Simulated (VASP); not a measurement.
Runs of VASP 6.6.1 on SnSe. The cell holds a slab with vacuum, 4 atoms: a = 4.285 Å, b = 4.285 Å, c = 10.991 Å, α = 90.00°, β = 90.00°, γ = 90.00°. 

| level | share of exact exchange | screening parameter | gap on the mesh (eV) | largest force (eV/Å) |
| --- | --- | --- | --- | --- |
| PBE-based screened hybrid with 50 % exact exchange | 0.5 | 0.2 1/Å | 2.62 | 0.17 |
| PBE-based screened hybrid with 30 % exact exchange | 0.3 | 0.2 1/Å | (a) | 0.30 |
| PBE-based screened hybrid with 10 % exact exchange | 0.1 | 0.2 1/Å | 1.71 | 0.55 |
| PBE-based screened hybrid with 25 % exact exchange | 0.25 | 0.4 1/Å | (b) | 0.45 |
| PBE-based screened hybrid with 25 % exact exchange | 0.25 | 0.15 1/Å | 2.15 | 0.35 |

Alike in all rows: task single point; potentials or basis VASP PAW PBE potentials, release 64 (Sn_d, Se); no spin polarisation; cell as given; k mesh 3 × 3 × 2; cutoff (eV) 520; smearing fermi-dirac 0.05 eV.

Problem. Fill in the values left out.

Solution. (a) 2.14; (b) 1.77.

Caveats: all runs use coarse meshes; there is no dipole correction, which matters where the two faces differ; the PAW data sets were made with another functional, which shifts forces and pressure a little; spin-orbit coupling is left out, which moves the levels of the heavy elements.

A k mesh can miss the band edges, and the runs leave out spin-orbit coupling on Se, Sn.
